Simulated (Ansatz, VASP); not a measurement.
**MoS2 in VASP and in Ansatz**

```xyz
6
Lattice="3.1610 0.0158 0.0158 -1.5668 2.7296 0.0058 0.0615 0.0615 12.2950" Properties=species:S:1:pos:R:3 pbc="T T T"
Mo    0.0245    1.8404    3.0829
Mo    1.6312    0.9665    9.2337
S     0.0477    1.8636    7.7242
S     1.5929    0.9282    1.5801
S     0.0628    1.8786   10.7365
S     1.6080    0.9433    4.5924
```

Change from the starting cell: equal xy, yz and zx shear strains of +1 %, crystal datasets.

Alike in both runs: task electric field gradients; functional PBE; k mesh 10 × 10 × 3; occupations fermi-dirac, width 0.03 eV; no spin polarisation.

|  | VASP | Ansatz |
| --- | --- | --- |
| version | VASP 6.6.1 | Ansatz 0.2.0 |
| potentials or method | VASP PAW PBE potentials, release 64 (Mo_sv, S), cutoff 520 eV | all-electron PAW with datasets made for the crystal, scalar-relativistic |

Ansatz gave:

| Property | Result |
| --- | --- |
| pressure (GPa) | 9.0 |
| traceless stress, the component that is largest in VASP (GPa) | 4.43 |
| rms of the force components (eV/Å) | 0.587 |
| size of Vzz on the site where it differs most (V/Å²) | 91.9 |

Problem. Estimate VASP's values.

Solution. Pressure (GPa): 8.8; traceless stress, the component that is largest in VASP (GPa): 4.39; rms of the force components (eV/Å): 0.578; size of Vzz on the site where it differs most (V/Å²): 94.4.

Atom by atom the forces differ by 0.009 eV/Å (rms over components). Ansatz ran all-electron here, and VASP with PAW potentials.
